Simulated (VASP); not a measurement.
**Ta: electric field gradients with PBEsol**

The system is Ta.

```xyz
1
Lattice="-1.6837 1.6837 1.6837 1.6837 -1.6837 1.6837 1.6837 1.6837 -1.6837" Properties=species:S:1:pos:R:3 pbc="T T T"
Ta    0.0000    0.0000    0.0000
```

This cell differs from its parent crystal: volume scaled by 1.06.

- Program: VASP 6.6.1
- Task: electric field gradients
- Functional: PBEsol
- Potentials or basis: VASP PAW PBE potentials, release 64 (Ta_pv)
- Cutoff: 520 eV
- k mesh: 17 × 17 × 17
- Occupations: fermi-dirac, width 0.08 eV
- Spin: no spin polarisation
- Dipole correction: no
- Further INCAR settings: ALGO = Normal; EDIFF = 1e-08; NBANDS = 12

```
Pressure : -13.8 GPa
```

Levels at points of the mesh, in eV from the Fermi level:
| k point | band 3 | band 4 | band 5 | band 6 | band 7 | band 8 | band 9 | band 10 |
| --- | --- | --- | --- | --- | --- | --- | --- | --- |
| (0.00, 0.00, 0.00) | -33.27 | -7.71 | 0.70 | 0.70 | 0.70 | 3.77 | 3.77 | 14.44 |

Wall time 44 s on 1 thread of AMD EPYC 7R13, on a shared host, peak memory 0.14 GiB.

Caveat: without QUAD_EFG the Cq values of the log hold for a quadrupole moment of 1 mb, not for the nuclei; the PAW data sets were made with another functional, which shifts forces and pressure a little; spin-orbit coupling is left out, which moves the levels of the heavy elements.
